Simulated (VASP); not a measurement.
Here is a VASP 6.6.1 calculation.

INCAR

```
SYSTEM = ZnRe
PREC = Accurate
ENCUT = 500
EDIFF = 1E-6
ISMEAR = -1
SIGMA = 0.05
LREAL = .FALSE.
LASPH = .TRUE.
NELM = 120
ALGO = Normal
ISIF = 2
LWAVE = .FALSE.
LCHARG = .TRUE.
GGA = PE
IVDW = 13
LELF = .TRUE.
LVHAR = .TRUE.
NBANDS = 20
GGA_COMPAT = .FALSE.
```

KPOINTS

```
regular mesh
0
G
  11 11 6
  0 0 0
```

Contents of POSCAR:

```
ZnRe
1.0
    2.7250030138      0.0000000000      0.0000000000
   -1.3625015069      2.3599218354      0.0000000000
    0.0000000000      0.0000000000      4.4218204280
Re Zn
1 1
Direct
    0.3333333333      0.6666666667      0.5000000000
    0.0000000000      0.0000000000      0.0000000000
```

Potentials or basis: VASP PAW PBE potentials, release 64 (Re_sv_GW, Zn).

Launch:

```console
$ cat potpaw_PBE.64/Re_sv_GW/POTCAR potpaw_PBE.64/Zn/POTCAR > POTCAR
$ mpirun -np 1 vasp_std > vasp.out
```

Problem. What does it give for the pressure?

Solution. -0.9 GPa.

Problem. Predict the dispersion energy per atom.

Solution. -0.546 eV.

Stress tensor (GPa, compression positive):
```
-0.97  0.00  0.00
 0.00 -0.97  0.00
 0.00  0.00 -0.63
```

Caveat: pairwise dispersion overbinds metals, which lowers pressure and volume.
